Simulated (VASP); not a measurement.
# CoSi (P2_13) in VASP: single point with r2SCAN

Aim: the single point of CoSi with r2SCAN.

All numbers are computed with VASP 6.6.1; they aren't measurements. Logs are shortened: lines on timing, memory, paths and dates and some standing lists are left out, and cuts for length are marked.

### Step 1. The cell of the first run

The structure is cubic, space group P2_13 (No. 198). Conventional cell: a = 4.383 Å, b = 4.383 Å, c = 4.383 Å, α = 90.00°, β = 90.00°, γ = 90.00°. Within 3.0 Å of Co (site symmetry 3) lie 7 Si at 2.29 to 2.40 Å and 6 Co at 2.70 Å. Within 3.0 Å of Si (site symmetry 3) lie 7 Co at 2.29 to 2.40 Å and 6 Si at 2.71 Å.

### Step 2. Single point, r2SCAN

POSCAR

```
CoSi
1.0
    4.3830698129      0.0000000000      0.0000000000
    0.0000000000      4.3830698129      0.0000000000
    0.0000000000      0.0000000000      4.3830698129
Co Si
4 4
Direct
    0.1456829124      0.1456829124      0.1456829124
    0.3543170876      0.8543170876      0.6456829124
    0.6456829124      0.3543170876      0.8543170876
    0.8543170876      0.6456829124      0.3543170876
    0.8436091625      0.8436091625      0.8436091625
    0.6563908375      0.1563908375      0.3436091625
    0.3436091625      0.6563908375      0.1563908375
    0.1563908375      0.3436091625      0.6563908375
```

INCAR.step1

```
ALGO     = Normal         # electronic algorithm
EDIFF    = 1E-4           # SCF threshold, eV
ENCUT    = 520            # plane-wave cutoff, eV
GGA      = PE             # functional
ISMEAR   = 0              # smearing method
LASPH    = True           # aspherical terms in the spheres
LCHARG   = False          # write CHGCAR
LREAL    = False          # projectors in reciprocal space
LWAVE    = True           # write WAVECAR
NBANDS   = 36             # bands
NELM     = 80             # most SCF steps
PREC     = Accurate       # precision mode
SIGMA    = 0.1            # smearing width, eV
```

INCAR.step2

```
ALGO     = Normal         # electronic algorithm
EDIFF    = 1E-6           # SCF threshold, eV
ENCUT    = 520            # plane-wave cutoff, eV
ISIF     = 2              # what is computed and relaxed
ISMEAR   = 0              # smearing method
ISTART   = 1            
LASPH    = True           # aspherical terms in the spheres
LCHARG   = False          # write CHGCAR
LMIXTAU  = True         
LREAL    = False          # projectors in reciprocal space
LWAVE    = False          # write WAVECAR
METAGGA  = R2SCAN         # meta-GGA
NBANDS   = 36             # bands
NELM     = 80             # most SCF steps
PREC     = Accurate       # precision mode
SIGMA    = 0.1            # smearing width, eV
```

KPOINTS

```
k-points
0
Gamma
  8 8 8
```

Potentials or basis: VASP PAW PBE potentials, release 64 (Co, Si).

Launch:

```sh
$ cat potpaw_PBE.64/Co/POTCAR potpaw_PBE.64/Si/POTCAR > POTCAR
$ cp INCAR.step1 INCAR
$ mpirun -np 1 vasp_std > vasp.out
$ cp INCAR.step2 INCAR
$ mpirun -np 1 vasp_std > vasp.out
```

OUTCAR:

```text
EDIFF = 1E-6
   ENCUT = 520
   ISIF = 2
   ISMEAR = 0
   ISTART = 1
   LASPH = True
   LREAL = False
   METAGGA = R2SCAN
   NELM = 80
   PREC = Accurate

 ion  position               nearest neighbor table
   1  0.146  0.146  0.146-   5 2.29   6 2.31   7 2.31   8 2.31   7 2.40   8 2.40   6 2.40   3 2.70
                             4 2.70   2 2.70   2 2.70   4 2.70   3 2.70
   2  0.354  0.854  0.646-   6 2.29   5 2.31   7 2.31   8 2.31   7 2.40   8 2.40   5 2.40   1 2.70
                             1 2.70   3 2.70   3 2.70   4 2.70   4 2.70
   3  0.646  0.354  0.854-   7 2.29   6 2.31   5 2.31   8 2.31   8 2.40   6 2.40   5 2.40   1 2.70
                             4 2.70   2 2.70   2 2.70   4 2.70   1 2.70
   4  0.854  0.646  0.354-   8 2.29   6 2.31   7 2.31   5 2.31   6 2.40   5 2.40   7 2.40   1 2.70
                             3 2.70   2 2.70   1 2.70   2 2.70   3 2.70
   5  0.844  0.844  0.844-   1 2.29   2 2.31   3 2.31   4 2.31   3 2.40   4 2.40   2 2.40   6 2.71
                             7 2.71   8 2.71   6 2.71   8 2.71   7 2.71
   6  0.656  0.156  0.344-   2 2.29   1 2.31   3 2.31   4 2.31   3 2.40   4 2.40   1 2.40   8 2.71
                             5 2.71   5 2.71   7 2.71   7 2.71   8 2.71
   7  0.344  0.656  0.156-   3 2.29   2 2.31   1 2.31   4 2.31   4 2.40   2 2.40   1 2.40   8 2.71
                             5 2.71   8 2.71   6 2.71   6 2.71   5 2.71
   8  0.156  0.344  0.656-   4 2.29   2 2.31   3 2.31   1 2.31   2 2.40   1 2.40   3 2.40   7 2.71
                             5 2.71   7 2.71   5 2.71   6 2.71   6 2.71

  LATTYP: Found a simple cubic cell.
 ALAT       =     4.3830698129

  Lattice vectors:

 A1 = (   4.3830698129,   0.0000000000,   0.0000000000)
 A2 = (   0.0000000000,   4.3830698129,   0.0000000000)
 A3 = (   0.0000000000,   0.0000000000,   4.3830698129)

Analysis of symmetry for initial positions (statically):
=====================================================================
 Subroutine PRICEL returns:
 Original cell was already a primitive cell.

 Routine SETGRP: Setting up the symmetry group for a
 simple cubic supercell.

 Subroutine GETGRP returns: Found 12 space group operations
 (whereof  3 operations were pure point group operations)
 out of a pool of 48 trial point group operations.

The static configuration has the point symmetry C_3 .
 The point group associated with its full space group is T   .

Analysis of symmetry for dynamics (positions and initial velocities):
=====================================================================
 Subroutine PRICEL returns:
 Original cell was already a primitive cell.

 Routine SETGRP: Setting up the symmetry group for a
 simple cubic supercell.

 Subroutine GETGRP returns: Found 12 space group operations
 (whereof  3 operations were pure point group operations)
 out of a pool of 48 trial point group operations.

The dynamic configuration has the point symmetry C_3 .
 The point group associated with its full space group is T   .

 Subroutine INISYM returns: Found 12 space group operations
 (whereof  3 operations are pure point group operations),
 and found     1 'primitive' translations

----------------------------------------------------------------------------------------

                                     Primitive cell

  volume of cell :      84.2045

  direct lattice vectors                    reciprocal lattice vectors
     4.383069813  0.000000000  0.000000000     0.228150598  0.000000000  0.000000000
     0.000000000  4.383069813  0.000000000     0.000000000  0.228150598  0.000000000
     0.000000000  0.000000000  4.383069813     0.000000000  0.000000000  0.228150598

  length of vectors
     4.383069813  4.383069813  4.383069813     0.228150598  0.228150598  0.228150598

  position of ions in fractional coordinates (direct lattice)
     0.145682912  0.145682912  0.145682912
     0.354317088  0.854317088  0.645682912
     0.645682912  0.354317088  0.854317088
     0.854317088  0.645682912  0.354317088
     0.843609163  0.843609163  0.843609163
     0.656390837  0.156390837  0.343609163
     0.343609163  0.656390837  0.156390837
     0.156390837  0.343609163  0.656390837

  ion indices of the primitive-cell ions
   primitive index   ion index
                 1           1
                 2           2
                 3           3
                 4           4
                 5           5
                 6           6
                 7           7
                 8           8

----------------------------------------------------------------------------------------

 KPOINTS: k-points

Automatic generation of k-mesh.
 Grid dimensions read from file:
 generate k-points for:    8    8    8

 Generating k-lattice:

  Cartesian coordinates                     Fractional coordinates (reciprocal lattice)
     0.028518825  0.000000000  0.000000000     0.125000000  0.000000000  0.000000000
     0.000000000  0.028518825  0.000000000     0.000000000  0.125000000  0.000000000
     0.000000000  0.000000000  0.028518825     0.000000000  0.000000000  0.125000000

  Length of vectors
     0.028518825  0.028518825  0.028518825

  Shift w.r.t. Gamma in fractional coordinates (k-lattice)
     0.000000000  0.000000000  0.000000000

 Subroutine IBZKPT returns following result:
 ===========================================

 Found     45 irreducible k-points:

 Following reciprocal coordinates:
            Coordinates               Weight
  0.000000  0.000000  0.000000      1.000000
  0.125000  0.000000  0.000000      6.000000
  0.250000  0.000000  0.000000      6.000000
  0.375000  0.000000  0.000000      6.000000
  0.500000  0.000000  0.000000      3.000000
  0.125000  0.125000  0.000000     12.000000
[... 16 lines left out ...]
  0.250000  0.125000  0.125000     24.000000
  0.375000  0.125000  0.125000     24.000000
 [... further k-points ...]
   k-points           NKPTS =     45   k-points in BZ     NKDIM =     45   number of bands    NBANDS=     36
   number of dos      NEDOS =    301   number of ions     NIONS =      8
   total plane-waves  NPLWV =  46656
   dimension x,y,z NGX =    36 NGY =   36 NGZ =   36
   dimension x,y,z NGXF=    72 NGYF=   72 NGZF=   72
   ions per type =               4   4
   NGX,Y,Z   is equivalent  to a cutoff of  13.65, 13.65, 13.65 a.u.
   NGXF,Y,Z  is equivalent  to a cutoff of  27.31, 27.31, 27.31 a.u.
 SYSTEM =  unknown system
   PREC   = accura    normal or accurate (medium, high low for compatibility)
   ISTART =      1    job   : 0-new  1-cont  2-samecut
   ICHARG =      0    charge: 1-file 2-atom 10-const
   ISPIN  =      1    spin polarized calculation?
   LNONCOLLINEAR =      F non collinear calculations
   LSORBIT =      F    spin-orbit coupling
   LASPH  =      T    aspherical Exc in radial PAW
   ENCUT  =  520.0 eV  38.22 Ry    6.18 a.u.   8.15  8.15  8.15*2*pi/ulx,y,z
   NELM   =     80;   NELMIN=  2; NELMDL=  0     # of ELM steps
   EDIFF  = 0.1E-05   stopping-criterion for ELM
   LREAL  =      F    real-space projection
   EDIFFG = 0.1E-04   stopping-criterion for IOM
   NSW    =      0    number of steps for IOM
   IBRION =     -1    ionic relax: 0-MD 1-quasi-New 2-CG
   NFREE  =      0    steps in history (QN), initial steepest desc. (CG)
   ISIF   =      2    stress and relaxation
   ISYM   =      2    0-nonsym 1-usesym 2-fastsym
   POTIM  = 0.5000    time-step for ionic-motion
   TEBEG  =    0.0;   TEEND  =   0.0 temperature during run
   PSTRESS=    0.0 pullay stress
   NELECT =      52.0000    total number of electrons
   NUPDOWN=      -1.0000    fix difference up-down
   EMIN   =  10.00;   EMAX   =-10.00  energy-range for DOS
   EFERMI =   0.00;   METHOD = LEGACY
   ISMEAR =     0;   SIGMA  =   0.10  broadening in eV -4-tet -1-fermi 0-gaus
   EFERMI_NEDOS =   21; number of points for ismear=-14 and -15
   IALGO  =     38    algorithm
   IMIX   =      4    mixing-type and parameters
     AMIX     =   0.40;   BMIX     =  1.00
     AMIX_MAG =   1.60;   BMIX_MAG =  1.00
  volume/ion in A,a.u.               =      10.53        71.03
  Fermi-wavevector in a.u.,A,eV,Ry     =   1.394112  2.634489 26.443566  1.943547
  Thomas-Fermi vector in A             =   2.517692
   LORBIT       =      0    0 simple, 1 ext, 2 COOP (PROOUT), +10 PAW based schemes
   METAGGA = R2SCAN    functional components
   LHFCALC =     F    Hartree Fock is set to
   AEXX    =    0.0000 exact exchange contribution
   IVDW    =     0    specifies the selected vdW correction
   LEPSILON=     F    determine dielectric tensor
   LRPA    =     F    only Hartree local field effects (RPA)
 non-spin polarized calculation
 Gauss-broadening in eV      SIGMA  =   0.10
  energy-cutoff  :      520.00
  volume of cell :       84.20
 maximum number of plane-waves:      2301
 NGX is ok and might be reduce to    36
   NGX = 17   NGY = 17   NGZ = 17

 number of electron      51.9999986 magnetization

 Free energy of the ion-electron system (eV)
  ---------------------------------------------------
  ext. energy  EPLUGINS =         0.00000000
  ---------------------------------------------------
  free energy    TOTEN  =       -91.96636593 eV

  energy without entropy =      -91.96065885  energy(sigma->0) =      -91.96351239

 E-fermi :  12.5536     XC(G=0): -14.0899

 val. band max:       12.5527083000   @ k =   0.5000   0.5000   0.3750
 cond. band min:      12.6991897697   @ k =   0.3750   0.3750   0.3750
 fundamental gap:      0.1464814697
 Fermi energy:        12.5535924194

 k-point     1 :       0.0000    0.0000    0.0000
  band No.  band energies     occupation
      1      -2.1783      2.00000
      2       3.7653      2.00000
      3       3.7653      2.00000
      4       3.7653      2.00000
      5       6.5499      2.00000
      6       6.5499      2.00000
[... 28 lines left out ...]
     35      16.3709      0.00000
     36      17.7810      0.00000
[... 866 lines left out ...]
      6       6.4225      2.00000
[... 28 lines left out ...]
     35      17.7614      0.00000
     36      18.7307      0.00000

 [... further k-points ...]

------------------------ aborting loop because EDIFF is reached ----------------------------------------

  FORCE on cell =-STRESS in cart. coord.  units (eV):
  Direction    XX          YY          ZZ          XY          YZ          ZX
  --------------------------------------------------------------------------------------
  -------------------------------------------------------------------------------------
  Total        0.0379887      0.0379887      0.0379887      0.0000000      0.0000000      0.0000000
  in kB        0.7228191      0.7228191      0.7228191      0.0000000      0.0000000      0.0000000
  external PRESSURE =       0.7228191 kB  Pullay stress =       0.0000000 kB

 VOLUME and BASIS-vectors are now :
 -----------------------------------------------------------------------------
  energy-cutoff  :      520.00
  volume of cell :       84.20
      direct lattice vectors                 reciprocal lattice vectors
     4.383069813  0.000000000  0.000000000     0.228150598  0.000000000  0.000000000
     0.000000000  4.383069813  0.000000000     0.000000000  0.228150598  0.000000000
     0.000000000  0.000000000  4.383069813     0.000000000  0.000000000  0.228150598

 POSITION                                       TOTAL-FORCE (eV/Angst)
 -----------------------------------------------------------------------------------
      0.63854      0.63854      0.63854         0.002446      0.002446      0.002446
      1.55300      3.74453      2.83007        -0.002446     -0.002446      0.002446
      2.83007      1.55300      3.74453         0.002446     -0.002446     -0.002446
      3.74453      2.83007      1.55300        -0.002446      0.002446     -0.002446
      3.69760      3.69760      3.69760         0.001987      0.001987      0.001987
      2.87701      0.68547      1.50606        -0.001987     -0.001987      0.001987
      1.50606      2.87701      0.68547         0.001987     -0.001987     -0.001987
      0.68547      1.50606      2.87701        -0.001987      0.001987     -0.001987
 -----------------------------------------------------------------------------------
    total drift:                                0.000000      0.000000      0.000000

  FREE ENERGIE OF THE ION-ELECTRON SYSTEM (eV)
  ---------------------------------------------------
  free  energy   TOTEN  =       -91.9663659253 eV

  energy  without entropy=      -91.9606588460  energy(sigma->0) =      -91.96351239
```

Wall time 2.9 min (1 thread of Intel Xeon 6975P-C (Granite Rapids), shared host); peak memory 0.28 GiB.

Results:

```
Free energy            : -91.9664 eV
Pressure               : 0.1 GPa
Largest force          : 0.004 eV/Å
Band gap on the k mesh : zero (bands 26 and 27 overlap by 0.21 eV)
```

Forces on the atoms (eV/Å):
```
Co   0.002  0.002  0.002
Co  -0.002 -0.002  0.002
Co   0.002 -0.002 -0.002
Co  -0.002  0.002 -0.002
Si   0.002  0.002  0.002
Si  -0.002 -0.002  0.002
Si   0.002 -0.002 -0.002
Si  -0.002  0.002 -0.002
```

Levels at points of the mesh, in eV from the Fermi level:
```tsv
k point	band 22	band 23	band 24	band 25	band 26	band 27	band 28	band 29	band 30	band 31
(0.00, 0.00, 0.00)	-1.05	-0.90	-0.90	-0.03	-0.03	-0.03	2.84	2.84	2.84	3.12
(0.50, 0.00, 0.00)	-1.18	-0.74	-0.74	-0.54	-0.54	1.07	1.07	1.69	1.69	4.58
(0.50, 0.50, 0.00)	-1.64	-1.13	-1.13	-0.07	-0.07	0.66	0.66	2.26	2.26	2.73
(0.50, 0.50, 0.50)	-1.37	-1.37	-1.37	-0.23	-0.23	-0.23	-0.23	6.07	6.07	6.07
```

Caveat: the PAW data sets were made with another functional, which shifts forces and pressure a little; the run has no spin polarisation, though such a crystal can be magnetic. Spin polarisation is off, so any magnetic state and its effect on volume and gap are missing.

The gap in the log of VASP goes by the Fermi energy; the results here count the filled bands.